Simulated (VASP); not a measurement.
Wanted: the native input for a VASP 6.6.1 run.

| Quantity | Value |
| --- | --- |
| Task | single point |
| Functional | PBE |
| Potentials or basis | VASP PAW PBE potentials, release 64 (Zn, Au) |
| Cutoff | 520 eV |
| k mesh | 6 × 6 × 6 |
| Occupations | gaussian, width 0.1 eV |
| Spin | no spin polarisation |
| Dipole correction | no |
| Further INCAR settings | ALGO = Normal; EDIFF = 1e-06; NBANDS = 18 |

The structure of ZnAu lies in POSCAR:

```
ZnAu
1.0
    3.1500525500      0.0000000000      0.0000000000
    0.0000000000      3.1500525500      0.0000000000
    0.0000000000      0.0000000000      3.1500525500
Zn Au
1 1
Direct
    0.5000000000      0.5000000000      0.5000000000
    0.0000000000      0.0000000000      0.0000000000
```

The input as run:

INCAR

```
SYSTEM = ZnAu
PREC     = Accurate       ! precision mode
ENCUT    = 520            ! plane-wave cutoff, eV
EDIFF    = 1E-6           ! SCF threshold, eV
ISMEAR   = 0              ! smearing method
SIGMA    = 0.1            ! smearing width, eV
LREAL    = .FALSE.        ! projectors in reciprocal space
LASPH    = .TRUE.         ! aspherical terms in the spheres
NELM     = 100            ! most SCF steps
ALGO     = Normal         ! electronic algorithm
ISIF     = 2              ! what is computed and relaxed
LWAVE    = .FALSE.        ! write WAVECAR
LCHARG   = .FALSE.        ! write CHGCAR
GGA      = PE             ! functional
NBANDS   = 18             ! bands
```

KPOINTS

```
Automatic mesh
0
G
  6 6 6
  0 0 0
```

Potentials or basis: VASP PAW PBE potentials, release 64 (Zn, Au).

Launch:

```sh
$ cat potpaw_PBE.64/Zn/POTCAR potpaw_PBE.64/Au/POTCAR > POTCAR
$ mpirun -np 1 vasp_std > vasp.out
```

It gave:

```json
{
 "Pressure": "4.7 GPa"
}
```

Wall time 6 s on 1 thread of Intel(R) Xeon(R) Platinum 8259CL CPU @ 2.50GHz (Skylake/Cascade Lake) (shared host), peak memory 0.14 GiB.
